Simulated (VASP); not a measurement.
## ZrSi2: single point with PBE

ZrSi2:

```
Zr Si
1.0
     1.85300   -7.36750    0.00000
     1.85300    7.36750    0.00000
     0.00000    0.00000    3.67200
Zr Si
2 4
Direct
  0.11275 0.90616 0.24571
  0.88349 0.09733 0.74902
  0.75194 0.24788 0.26188
  0.24480 0.75004 0.77135
  0.44763 0.54987 0.25288
  0.55275 0.44957 0.74774
```

This cell differs from its parent crystal: atoms moved at random.

```json
{"Program": "VASP 6.6.1", "Task": "single point", "Functional": "PBE", "Potentials or basis": "VASP PAW PBE potentials, release 64 (Zr_sv, Si)", "Cutoff": "520 eV", "k mesh": "7 × 7 × 7", "Occupations": "fermi-dirac, width 0.05 eV", "Spin": "no spin polarisation", "Dipole correction": "no", "Further INCAR settings": "ALGO = Normal; EDIFF = 1e-06; NBANDS = 29"}
```

```
Pressure               : 1.2 GPa
Largest force          : 0.600 eV/Å
Band gap on the k mesh : zero (bands 20 and 21 overlap by 0.69 eV)
```

Forces in eV/Å, atoms in the order of the input:
```
Zr  -0.440 -0.239  0.330
Zr   0.400 -0.211  0.322
Si  -0.006  0.476 -0.108
Si   0.022 -0.212 -0.369
Si  -0.151  0.416 -0.244
Si   0.176 -0.229  0.069
```

Stress tensor (GPa, compression positive):
```
-0.02  0.23 -0.01
 0.23  2.01  0.03
-0.01  0.03  1.68
```

Levels at points of the mesh, in eV from the Fermi level:
| k point | band 16 | band 17 | band 18 | band 19 | band 20 | band 21 | band 22 | band 23 | band 24 | band 25 |
| --- | --- | --- | --- | --- | --- | --- | --- | --- | --- | --- |
| (0.00, 0.00, 0.00) | -2.51 | -2.42 | -2.30 | -2.29 | -0.09 | 1.12 | 1.40 | 1.46 | 1.66 | 2.20 |

It took 20 min on 1 thread of Intel Xeon 8259CL, on a shared host, peak memory 0.58 GiB.

Caveat: the cell differs from its parent crystal (atoms moved at random).
